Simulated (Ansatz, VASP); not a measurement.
Mo: VASP beside Ansatz

```
Mo
1.0
    -1.56500    1.56500    1.56500
     1.56500   -1.56500    1.56500
     1.56500    1.56500   -1.56500
Mo
1
Direct
  0.00000 0.00000 0.00000
```

Alike in both runs: task single point; functional r2SCAN; dispersion rVV10; k mesh 8 × 8 × 8; occupations gaussian, width 0.1 eV; no spin polarisation.

|  | VASP | Ansatz |
| --- | --- | --- |
| version | VASP 6.6.1 | Ansatz 0.2.0 |
| potentials or method | VASP PAW PBE potentials, release 64 (Mo_sv), cutoff 550 eV | scalar-relativistic, plane waves, PAW |
| valence electrons in the cell | 14 | 14 |

Ansatz gave:

| Item | Value |
| --- | --- |
| gap on the k mesh at the Fermi level (eV) | none |
| pressure (GPa) | 4.6 |

Estimate VASP's values.

gap on the k mesh at the Fermi level (eV): none; pressure (GPa): 6.1.

VASP's potentials were made for PBE, not for r2SCAN. A gap of «none» marks a metal or a gap that the smearing closes.
